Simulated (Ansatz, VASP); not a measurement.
## Two plane-wave programs on LaAl2SnRu2

File POSCAR:

```
LaAl2SnRu2
1.0
    4.5502420000      0.0000000000      0.0000000000
    0.0000000000      4.5502420000      0.0000000000
    0.0000000000      0.0000000000      6.1181060000
La Sn Al Ru
1 1 2 2
Direct
    0.0000000000      0.0000000000      0.5000000000
    0.0000000000      0.0000000000      0.0000000000
    0.5000000000      0.5000000000      0.2537000000
    0.5000000000      0.5000000000      0.7463000000
    0.0000000000      0.5000000000      0.0000000000
    0.5000000000      0.0000000000      0.0000000000
```

File INCAR.step1:

```
SYSTEM = LaAl2SnRu2
  PREC = Accurate
  ENCUT = 520
  ISMEAR = -4
  SIGMA = 0.1
  LREAL = .FALSE.
  LASPH = .TRUE.
  NELM = 100
  NBANDS = 38
  GGA = PE
  ALGO = Normal
  EDIFF = 1E-4
  LWAVE = .TRUE.
  LCHARG = .FALSE.
```

The input INCAR.step2:

```
SYSTEM = LaAl2SnRu2
  PREC = Accurate
  ENCUT = 520
  EDIFF = 1E-7
  ISMEAR = -4
  SIGMA = 0.1
  LREAL = .FALSE.
  LASPH = .TRUE.
  NELM = 100
  ALGO = Normal
  ISIF = 2
  LWAVE = .FALSE.
  LCHARG = .TRUE.
  METAGGA = R2SCAN
  LMIXTAU = .TRUE.
  LELF = .TRUE.
  LVHAR = .TRUE.
  NBANDS = 38
  ISTART = 1
```

Contents of KPOINTS:

```
Automatic mesh
0
G
  4 4 3
  0 0 0
```

Input for Ansatz:

```yaml
crystal:
  lattice:
    - [4.550242, 0.0, 0.0]
    - [0.0, 4.550242, 0.0]
    - [0.0, 0.0, 6.118106]
  atoms:
    - { symbol: La, position: [0.0, 0.0, 0.5] }
    - { symbol: Sn, position: [0.0, 0.0, 0.0] }
    - { symbol: Al, position: [0.5, 0.5, 0.2537] }
    - { symbol: Al, position: [0.5, 0.5, 0.7463] }
    - { symbol: Ru, position: [0.0, 0.5, 0.0] }
    - { symbol: Ru, position: [0.5, 0.0, 0.0] }
  symmetry: { tolerance: 0.0003 }
kpoints:
  mp_grid: { grid: [4, 4, 3], shift: [0, 0, 0] }
magnetization:
  spin_polarized: false
scf:
  occupations: { method: tetrahedron_uncorrected }
hamiltonian:
  pseudopotentials: { kind: paw }
  xc: r2scan
basis:
  ecutwfc: 500
output:
  forces: true
  stress: true
  eigenvalues: true
  write_density: true
  write_potential: true
  elf: true
  volumetric_format: npy
```

Alike in both runs: task single point; functional r2SCAN; k mesh 4 × 4 × 3; no spin polarisation.

|  | VASP | Ansatz |
| --- | --- | --- |
| version | VASP 6.6.1 | Ansatz 0.2.0 |
| potentials or method | VASP PAW PBE potentials, release 64 (La, Sn_d, Al, Ru_pv), cutoff 520 eV | PAW plane waves |
| occupations | tetrahedron | tetrahedron-uncorrected |
| valence electrons in the cell | 59 | 63 |

```csv
,VASP,Ansatz,Ansatz less VASP
gap on the k mesh at the Fermi level (eV),none,none,-
pressure (GPa),10.9,10.5,-0.43
"traceless stress, the component that is largest in VASP (GPa)",-14.03,-13.53,+0.499
rms of the force components (eV/Å),0.199,0.202,+0.0035
```

VASP's potentials were made for PBE, not for r2SCAN. Atom by atom the forces differ by 0.004 eV/Å (rms over components). A gap of «none» marks a metal or a gap that the smearing closes. VASP's potentials hold 59 valence electrons a cell and Ansatz's 63, so a difference there can come from the potentials and not from the codes. Ansatz's warnings: band table not solved further.

Spin-orbit coupling is off throughout.
